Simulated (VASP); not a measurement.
Wanted: the native input for a VASP 6.6.1 run.

```
Task                   : relaxation of shape and atoms at fixed volume
Functional             : r2SCAN
Potentials or basis    : VASP PAW PBE potentials, release 64 (Ba_sv, H)
Cutoff                 : 600 eV
k mesh                 : 6 × 6 × 6
Occupations            : gaussian, width 0.02 eV
Spin                   : no spin polarisation
Dipole correction      : no
Further INCAR settings : ALGO = Normal; EDIFF = 1e-07; IBRION = 2; EDIFFG = -0.01; NSW = 50; ISIF = 4
```

The system is BaH2.

```
CELL_PARAMETERS angstrom
4.48236 0.00000 0.00000
-2.24118 3.88184 0.00000
0.00000 0.00000 6.05982
ATOMIC_POSITIONS crystal
Ba 0.66667 0.33333 0.75000
Ba 0.33333 0.66667 0.25000
H 0.33333 0.66667 0.75000
H 0.66667 0.33333 0.25000
H 0.00000 0.00000 0.50000
H 0.00000 0.00000 0.00000
```

One way to write it, as run:

POSCAR

```
BaH2
1.0
    4.4823646598      0.0000000000      0.0000000000
   -2.2411823299      3.8818416644      0.0000000000
    0.0000000000      0.0000000000      6.0598226277
Ba H
2 4
Direct
    0.6666666667      0.3333333333      0.7500000000
    0.3333333333      0.6666666667      0.2500000000
    0.3333333333      0.6666666667      0.7500000000
    0.6666666667      0.3333333333      0.2500000000
    0.0000000000      0.0000000000      0.5000000000
    0.0000000000      0.0000000000      0.0000000000
```

INCAR.step1

```
  PREC = Accurate
  ENCUT = 600
  ISMEAR = 0
  SIGMA = 0.02
  LREAL = False
  LASPH = True
  NELM = 100
  GGA = PE
  ALGO = Normal
  EDIFF = 1E-4
  LWAVE = True
  LCHARG = False
```

INCAR.step2

```
  PREC = Accurate
  ENCUT = 600
  EDIFF = 1E-7
  ISMEAR = 0
  SIGMA = 0.02
  LREAL = False
  LASPH = True
  NELM = 100
  ALGO = Normal
  ISIF = 4
  LWAVE = False
  LCHARG = False
  METAGGA = R2SCAN
  LMIXTAU = True
  IBRION = 2
  NSW = 50
  EDIFFG = -0.01
  ISTART = 1
```

KPOINTS

```
Automatic mesh
0
Gamma
  6 6 6
```

Potentials or basis: VASP PAW PBE potentials, release 64 (Ba_sv, H).

Launch:

```sh
$ cat potpaw_PBE.64/Ba_sv/POTCAR potpaw_PBE.64/H/POTCAR > POTCAR
$ cp INCAR.step1 INCAR
$ mpirun -np 1 vasp_std > vasp.out
$ cp INCAR.step2 INCAR
$ mpirun -np 1 vasp_std > vasp.out
```

Results of the run:

The energy gained by relaxing is 0.1 meV/atom. The ionic steps are 3 and the pressure after relaxing is -0.3 GPa. The band gap on the k mesh is 2.12 eV (least direct gap 3.21 eV).

Caveat: the PAW data sets were made with another functional, which shifts forces and pressure a little; spin-orbit coupling is left out, which moves the levels of the heavy elements.

Wall time 19 min on 1 thread of Oxide Virtual Turin-like Processor, with other jobs on the host, peak memory 0.26 GiB.
